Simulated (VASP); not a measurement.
# BN: relaxation of cell and atoms with PBE

Crystal: BN.

```
CELL_PARAMETERS angstrom
2.51218 0.00000 0.00000
-1.25609 2.17561 0.00000
0.00000 0.00000 8.34369
ATOMIC_POSITIONS crystal
B 0.33333 0.66667 0.25000
B 0.66667 0.33333 0.75000
N 0.33333 0.66667 0.75000
N 0.66667 0.33333 0.25000
```

```
Program                : VASP 6.6.1
Task                   : relaxation of cell and atoms
Functional             : PBE
Potentials or basis    : VASP PAW PBE potentials, release 64 (B_h, N_h)
Cutoff                 : 1330 eV
k mesh                 : 12 × 12 × 4
Occupations            : gaussian, width 0.02 eV
Spin                   : no spin polarisation
Dipole correction      : no
Further INCAR settings : ALGO = Normal; EDIFF = 1e-07; IBRION = 2; EDIFFG = -0.005; NSW = 100; ISIF = 3
```

```json
{
 "Relaxed volume": "11.20 Å³/atom",
 "Relaxed cell": "a = 2.511 Å, b = 2.511 Å, c = 8.200 Å, α = 90.00°, β = 90.00°, γ = 120.00°",
 "Space group after relaxing (to 0.1 Å)": "P6_3/mmc (No. 194)",
 "Energy gained by relaxing": "0.1 meV/atom",
 "Ionic steps": "8",
 "Pressure after relaxing": "0.0 GPa",
 "Band gap on the k mesh": "4.44 eV (least direct gap 4.66 eV)"
}
```

Stress tensor (GPa, compression positive):
```
 0.01  0.00  0.00
 0.00  0.01  0.00
 0.00  0.00 -0.07
```

The path:
```
step  energy change (eV)  largest force (eV/Å)  pressure (GPa)  volume (Å³)
   1              0.0000                0.0000           -0.20        45.60
   2              0.0000                0.0000            0.27        45.51
   3              0.0000                0.0000           -0.02        45.57
   4              0.0000                0.0000           -0.01        45.55
   5             -0.0001                0.0000           -0.01        45.50
   6             -0.0001                0.0000           -0.01        45.40
   7             -0.0003                0.0000           -0.02        45.19
   8             -0.0004                0.0000           -0.02        44.79
```

Final structure:
```
CELL_PARAMETERS angstrom
2.51143 0.00000 0.00000
-1.25571 2.17496 0.00000
0.00000 0.00000 8.19959
ATOMIC_POSITIONS crystal
B 0.33333 0.66667 0.25000
B 0.66667 0.33333 0.75000
N 0.33333 0.66667 0.75000
N 0.66667 0.33333 0.25000
```

Levels at points of the mesh, in eV from the valence-band top:
| k point | band 4 | band 5 | band 6 | band 7 | band 8 | band 9 | band 10 | band 11 | band 12 |
| --- | --- | --- | --- | --- | --- | --- | --- | --- | --- |
| (0.00, 0.00, 0.00) | -4.85 | -1.35 | -1.35 | -1.35 | -1.35 | 4.44 | 7.94 | 10.29 | 11.53 |
| (0.50, 0.00, 0.00) | -8.85 | -4.12 | -4.12 | -1.03 | -0.77 | 4.56 | 5.04 | 9.44 | 9.89 |
| (0.00, 0.00, 0.50) | -5.21 | -1.35 | -1.35 | -1.35 | -1.35 | 5.79 | 5.79 | 11.54 | 11.54 |
| (0.50, 0.00, 0.50) | -8.85 | -4.12 | -4.12 | -0.90 | -0.90 | 4.77 | 4.77 | 9.72 | 9.72 |

It took 6.1 min on 1 thread of Intel(R) Xeon(R) Platinum 8488C (Sapphire Rapids), with other jobs on the host, peak memory 0.35 GiB.

Caveat: this functional lacks dispersion, which binds layers or chains, so the pressure and a relaxed spacing across them are unreliable. Expect the measured gap to be larger: semilocal functionals such as PBE lack the derivative discontinuity.
